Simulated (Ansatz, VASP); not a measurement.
Ge in VASP and in Ansatz

File POSCAR:

```
Ge
1.0
    0.0000000000      2.8289100000      2.8289100000
    2.8289100000      0.0000000000      2.8289100000
    2.8289100000      2.8289100000      0.0000000000
Ge
2
Direct
   -0.0675000000      0.0225000000      0.0225000000
    0.3175000000      0.2275000000      0.2275000000
```

Contents of INCAR.step1:

```
SYSTEM = Ge
PREC = Accurate
ENCUT = 520
ISMEAR = -1
SIGMA = 0.05
LREAL = .False.
LASPH = .True.
NELM = 80
NBANDS = 21
GGA = PE
ALGO = Normal
EDIFF = 1E-4
LWAVE = .True.
LCHARG = .False.
```

The input INCAR.step2:

```
SYSTEM = Ge
PREC = Accurate
ENCUT = 520
EDIFF = 1E-8
ISMEAR = -1
SIGMA = 0.05
LREAL = .False.
LASPH = .True.
NELM = 80
ALGO = Normal
ISIF = 2
LWAVE = .False.
LCHARG = .False.
METAGGA = R2SCAN
LMIXTAU = .True.
LEFG = .True.
NBANDS = 21
ISTART = 1
```

Contents of KPOINTS:

```
regular mesh
0
Gamma
  9 9 9
  0 0 0
```

Input for Ansatz:

```yaml
crystal:
  lattice:
    - [0.0, 2.82891, 2.82891]
    - [2.82891, 0.0, 2.82891]
    - [2.82891, 2.82891, 0.0]
  atoms:
    - { symbol: Ge, position: [-0.0675, 0.0225, 0.0225] }
    - { symbol: Ge, position: [0.3175, 0.2275, 0.2275] }
kpoints:
  mp_grid: { grid: [9, 9, 9] }
scf:
  occupations: { method: fermi_dirac, width: 0.05 }
hamiltonian:
  xc: r2scan
  pseudopotentials: { kind: paw }
output:
  forces: true
  stress: true
  eigenvalues: true
  efg: { contact_densities: true }
  populations: true
  write_density: true
  write_potential: true
  elf: true
  volumetric_format: npy
```

Change from the starting cell: shortest bond scaled by 0.82, PAW files.

Alike in both runs: task electric field gradients; functional r2SCAN; k mesh 9 × 9 × 9; occupations fermi-dirac, width 0.05 eV; no spin polarisation.

|  | VASP | Ansatz |
| --- | --- | --- |
| version | VASP 6.6.1 | Ansatz 0.2.0 |
| potentials or method | VASP PAW PBE potentials, release 64 (Ge_d) | PAW with Ansatz's default frozen-core files, scalar-relativistic |
| plane-wave cutoff (eV) | 520 | 500 |
| valence electrons in the cell | 28 | 28 |

VASP gave:

```
pressure (GPa)                                                : 11.7
traceless stress, the component that is largest in VASP (GPa) : -16.68
rms of the force components (eV/Å)                            : 5.376
size of Vzz on the site where it differs most (V/Å²)          : 121.7
```

Estimate Ansatz's values.

pressure (GPa): 11.3; traceless stress, the component that is largest in VASP (GPa): -16.23; rms of the force components (eV/Å): 5.275; size of Vzz on the site where it differs most (V/Å²): 111.1.

VASP's potentials were made for PBE, not for r2SCAN. Atom by atom the forces differ by 0.101 eV/Å (rms over components).
